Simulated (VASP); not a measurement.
Wanted: the native input for a VASP 6.6.1 run.

* Task: single point
* Functional: PBEsol
* Potentials or basis: VASP PAW PBE potentials, release 64 (Cd, Se)
* Cutoff: 520 eV
* k mesh: 6 × 6 × 6
* Occupations: gaussian, width 0.01 eV
* Spin: no spin polarisation
* Dipole correction: no
* Further INCAR settings: ALGO = Normal; EDIFF = 1e-07; NBANDS = 16

The structure of CdSe lies in POSCAR:

```
CdSe
1.0
    0.0000000000      2.9038366467      2.9038366467
    2.9038366467      0.0000000000      2.9038366467
    2.9038366467      2.9038366467      0.0000000000
Cd Se
1 1
Direct
    0.0000000000      0.0000000000      0.0000000000
    0.7500000000      0.7500000000      0.7500000000
```

These files were run (other wordings do the same):

INCAR

```
SYSTEM = CdSe
PREC = Accurate ; ENCUT = 520
EDIFF = 1E-7 ; ISMEAR = 0
SIGMA = 0.01 ; LREAL = .False.
LASPH = .True. ; NELM = 60
ALGO = Normal ; ISIF = 2
LWAVE = .False. ; LCHARG = .False.
GGA = PS ; NBANDS = 16
```

KPOINTS

```
regular mesh
0
Gamma
  6 6 6
  0 0 0
```

Potentials or basis: VASP PAW PBE potentials, release 64 (Cd, Se).

The run is started by

```sh
$ cat potpaw_PBE.64/Cd/POTCAR potpaw_PBE.64/Se/POTCAR > POTCAR
$ mpirun -np 1 vasp_std > vasp.out
```

It gave:

* Pressure: 10.6 GPa
* Band gap on the k mesh: 0.75 eV, direct

Caveat: the PAW data sets were made with another functional, which shifts forces and pressure a little.

Wall time 18 s on 1 thread of Intel Xeon 8259CL, on a shared host, peak memory 0.17 GiB.
